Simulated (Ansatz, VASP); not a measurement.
## One calculation of NaCl, two programs

```
Na Cl
1.0
     3.50219    0.00000    0.00000
     0.00000    3.50219    0.00000
     0.00000    0.00000    3.50219
Na Cl
1 1
Direct
  0.00000 0.00000 0.00000
  0.50000 0.50000 0.50000
```

Alike in both runs: task single point; functional PBE; k mesh 1 × 1 × 1; occupations gaussian, width 0.1 eV; no spin polarisation.

|  | VASP | Ansatz |
| --- | --- | --- |
| version | VASP 6.6.1 | Ansatz 0.2.0 |
| potentials or method | VASP PAW PBE potentials, release 64 (Na_pv, Cl) | scalar-relativistic, plane waves, PAW (harder set) |
| plane-wave cutoff (eV) | 500 | 700 |
| valence electrons in the cell | 14 | 16 |

|  | VASP | Ansatz | Ansatz less VASP |
| --- | --- | --- | --- |
| gap on the k mesh at the Fermi level (eV) | 3.88 | 3.88 | 0.000 |
| least direct gap on the mesh (eV) | 3.88 | 3.88 | 0.000 |
| pressure (GPa) | 22.2 | 22.3 | +0.10 |

VASP's potentials hold 14 valence electrons a cell and Ansatz's 16, so a difference there can come from the potentials and not from the codes.

The k mesh is coarse, so the values compare programs but aren't converged.
